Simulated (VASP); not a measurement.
# Cr: relaxation of cell and atoms with PBEsol

Cr:

```xyz
2
Lattice="-2.2180 2.2180 1.2064 2.2180 -2.2180 1.2064 2.2180 2.2180 -1.2064" Properties=species:S:1:pos:R:3 pbc="T T T"
Cr    0.0000    0.0000    0.0000
Cr    0.0000    2.2180    0.6032
```

```yaml
Program: VASP 6.6.1
Task: relaxation of cell and atoms
Functional: PBEsol
Potentials_or_basis: VASP PAW PBE potentials, release 64 (Cr_pv)
Cutoff: 600 eV
k_mesh: 26 × 26 × 26
Occupations: gaussian, width 0.1 eV
Spin: no spin polarisation
Dipole_correction: no
Further_INCAR_settings: ALGO = Fast; EDIFF = 1e-06; IBRION = 2; EDIFFG = -0.01; NSW = 100; ISIF = 3
```

```yaml
Relaxed_volume: 11.84 Å³/atom
Relaxed_cell: a = 3.363 Å, b = 3.363 Å, c = 3.363 Å, α = 97.32°, β = 97.32°, γ = 138.18°
Space_group_after_relaxing_to_0.1_Å: I4_1/amd (No. 141)
Energy_gained_by_relaxing: 0.2 meV/atom
Ionic_steps: 5
Pressure_after_relaxing: 0.0 GPa
Band_gap_on_the_k_mesh: zero (bands 12 and 13 overlap by 1.98 eV)
```

Stress tensor (GPa, compression positive):
```
-0.08  0.00  0.00
 0.00 -0.08  0.00
 0.00  0.00  0.07
```

The path:
```tsv
step	energy change (eV)	largest force (eV/Å)	pressure (GPa)	volume (Å³)
1	0.0000	0.0000	-0.39	23.74
2	-0.0003	0.0000	0.35	23.64
3	-0.0003	0.0000	0.19	23.65
4	-0.0003	0.0000	0.34	23.65
5	-0.0004	0.0000	-0.03	23.68
```

Final structure:
```
CELL_PARAMETERS angstrom
-2.22123 2.22123 1.20003
2.22123 -2.22123 1.20003
2.22123 2.22123 -1.20003
ATOMIC_POSITIONS crystal
Cr 0.00000 0.00000 0.00000
Cr 0.75000 0.25000 0.50000
```

Levels at points of the mesh, in eV from the Fermi level:
```
           k point  band 10  band 11  band 12  band 13  band 14  band 15
(0.00, 0.00, 0.00)    -2.46    -1.85     1.11     1.11     1.15     1.15
(0.50, 0.00, 0.00)    -1.84    -0.42    -0.23     0.17     1.22     2.18
(0.50, 0.50, 0.00)    -2.35    -1.09    -1.09     0.71     0.71     1.80
(0.50, 0.50, 0.50)    -1.79    -0.41    -0.41     0.58     0.58     1.39
```

It took 44 min on 1 thread of Oxide Virtual Turin-like Processor (shared host), peak memory 0.58 GiB.

Caveat: the PAW data sets were made with another functional, which shifts forces and pressure a little; the run has no spin polarisation, though such a crystal can be magnetic. Spin polarisation is off, so any magnetic state and its effect on volume and gap are missing.
